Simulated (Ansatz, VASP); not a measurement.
## V: VASP beside Ansatz

File INCAR:

```
SYSTEM = V
PREC = Accurate
ENCUT = 520
EDIFF = 1E-6
ISMEAR = -1
SIGMA = 0.1
LREAL = .False.
LASPH = .True.
NELM = 100
ALGO = Normal
ISIF = 2
LWAVE = .False.
LCHARG = .False.
GGA = PE
NBANDS = 20
```

File KPOINTS:

```
Automatic mesh
0
Gamma
  17 17 17
  0 0 0
```

POSCAR

```
V
1.0
    0.0000000000      2.6917709505      2.6917709505
    2.6917709505      0.0000000000      2.6917709505
    2.6917709505      2.6917709505      0.0000000000
V
2
Direct
    0.1250000000      0.1250000000      0.1250000000
    0.8750000000      0.8750000000      0.8750000000
```

Input for Ansatz:

```yaml
crystal:
  lattice:
    - [0.0, 2.6917709505, 2.6917709505]
    - [2.6917709505, 0.0, 2.6917709505]
    - [2.6917709505, 2.6917709505, 0.0]
  atoms:
    - { symbol: V, position: [0.125, 0.125, 0.125] }
    - { symbol: V, position: [0.875, 0.875, 0.875] }
hamiltonian:
  xc: pbe
  pseudopotentials:
    kind: paw
    azcp:
      V: "pseudopotentials/V.paw.azcp"
basis:
  ecutwfc: 420
  fft_grid_basis: typed
kpoints:
  mp_grid: { grid: [17, 17, 17], shift: [0, 0, 0] }
magnetization:
  spin_polarized: false
scf:
  occupations: { method: fermi_dirac, width: 0.1 }
output:
  stress: true
```

Alike in both runs: task single point; functional PBE; k mesh 17 × 17 × 17; occupations fermi-dirac, width 0.1 eV; no spin polarisation.

|  | VASP | Ansatz |
| --- | --- | --- |
| version | VASP 6.6.1 | Ansatz 0.2.0 |
| potentials or method | VASP PAW PBE potentials, release 64 (V_sv), cutoff 520 eV | plane waves (420 eV) with PAW, scalar-relativistic |
| valence electrons in the cell | 26 | 26 |

Ansatz gave:

- pressure (GPa): -2.3

Task: Which values does VASP return?

Result: Pressure (GPa): -1.9.
